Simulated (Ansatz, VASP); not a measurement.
One calculation of Hf, two programs

The input INCAR:

```
PREC = Accurate ; ENCUT = 520
EDIFF = 1E-6 ; ISMEAR = 0
SIGMA = 0.012 ; LREAL = False
LASPH = True ; NELM = 80
ALGO = Normal ; ISIF = 2
LWAVE = False ; LCHARG = False
GGA = PE ; NBANDS = 11
```

The input KPOINTS:

```
Automatic mesh
0
Gamma
  10 10 10
```

Contents of POSCAR:

```
Hf
1.0
   -1.8050000000      1.8050000000      1.8050000000
    1.8050000000     -1.8050000000      1.8050000000
    1.8050000000      1.8050000000     -1.8050000000
Hf
1
Direct
    0.0000000000      0.0000000000      0.0000000000
```

The input input.yaml:

```yaml
crystal:
  lattice:
    - [-1.805, 1.805, 1.805]
    - [1.805, -1.805, 1.805]
    - [1.805, 1.805, -1.805]
  atoms:
    - { symbol: Hf, position: [0.0, 0.0, 0.0] }
hamiltonian:
  xc: pbe
  pseudopotentials: { kind: paw }
kpoints:
  mp_grid: { grid: [10, 10, 10] }
scf:
  occupations: { method: gaussian, width: 0.012 }
output:
  forces: true
  stress: true
  eigenvalues: true
```

Alike in both runs: task single point; functional PBE; k mesh 10 × 10 × 10; occupations gaussian, width 0.012 eV; no spin polarisation.

|  | VASP | Ansatz |
| --- | --- | --- |
| version | VASP 6.6.1 | Ansatz 0.2.0 |
| potentials or method | VASP PAW PBE potentials, release 64 (Hf_pv) | Ansatz PAW |
| plane-wave cutoff (eV) | 520 | 420 |
| valence electrons in the cell | 10 | 26 |

Ansatz gave:

```
gap on the k mesh at the Fermi level (eV) : none
pressure (GPa)                            : -5.0
```

Question: Estimate VASP's values.

Answer: gap on the k mesh at the Fermi level (eV): none; pressure (GPa): -5.3.

A gap of «none» marks a metal or a gap that the smearing closes. VASP's potentials hold 10 valence electrons a cell and Ansatz's 26, so a difference there can come from the potentials and not from the codes.

Spin-orbit coupling is off throughout.
